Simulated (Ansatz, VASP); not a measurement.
Se: VASP beside Ansatz

Contents of INCAR:

```
ALGO = Normal ; EDIFF = 1E-7
ENCUT = 520 ; GGA = PS
ISIF = 2 ; ISMEAR = 0
IVDW = 12 ; LASPH = True
LCHARG = False ; LREAL = False
LWAVE = False ; NBANDS = 16
NELM = 80 ; PREC = Accurate
SIGMA = 0.03
```

File KPOINTS:

```
k-points
0
Gamma
  12 12 8
```

POSCAR

```
Se
1.0
    4.1855656779      0.0000000000      0.0000000000
   -2.0927828390      3.6248062063      0.0000000000
    0.0000000000      0.0000000000      4.4291656004
Se
3
Direct
    0.2181741568      0.0000000000      0.3333333333
    0.0000000000      0.2181741568      0.6666666667
    0.7818258432      0.7818258432      0.0000000000
```

Input for Ansatz:

```yaml
crystal:
  lattice:
    - [4.1855656779, 0.0, 0.0]
    - [-2.092782839, 3.6248062063, 0.0]
    - [0.0, 0.0, 4.4291656004]
  atoms:
    - { symbol: Se, position: [0.2181741568, 0.0, 0.3333333333] }
    - { symbol: Se, position: [0.0, 0.2181741568, 0.6666666667] }
    - { symbol: Se, position: [0.7818258432, 0.7818258432, 0.0] }
basis:
  ecutwfc: 420
kpoints:
  mp_grid: { grid: [12, 12, 8] }
hamiltonian:
  xc: pbesol
  dispersion: d3bj
scf:
  occupations: { method: gaussian, width: 0.03 }
output:
  forces: true
  stress: true
  eigenvalues: true
```

Alike in both runs: task single point; functional PBEsol; dispersion D3(BJ); k mesh 12 × 12 × 8; occupations gaussian, width 0.03 eV; no spin polarisation.

```csv
,VASP,Ansatz
version,VASP 6.6.1,Ansatz 0.2.0
potentials or method,"VASP PAW PBE potentials, release 64 (Se), cutoff 520 eV","scalar-relativistic, plane waves, PAW"
valence electrons in the cell,18,48
```

Ansatz gave:

| Item | Value |
| --- | --- |
| gap on the k mesh at the Fermi level (eV) | 0.75 |
| least direct gap on the mesh (eV) | 1.70 |
| pressure (GPa) | 21.5 |
| traceless stress, the component that is largest in VASP (GPa) | 10.61 |
| rms of the force components (eV/Å) | 2.512 |

Question: What did VASP give for the same quantities?

Answer: gap on the k mesh at the Fermi level (eV): 0.74; least direct gap on the mesh (eV): 1.68; pressure (GPa): 22.1; traceless stress, the component that is largest in VASP (GPa): 10.87; rms of the force components (eV/Å): 2.599.

VASP's potentials were made for PBE, not for PBEsol. Atom by atom the forces differ by 0.087 eV/Å (rms over components). VASP's potentials hold 18 valence electrons a cell and Ansatz's 48, so a difference there can come from the potentials and not from the codes.
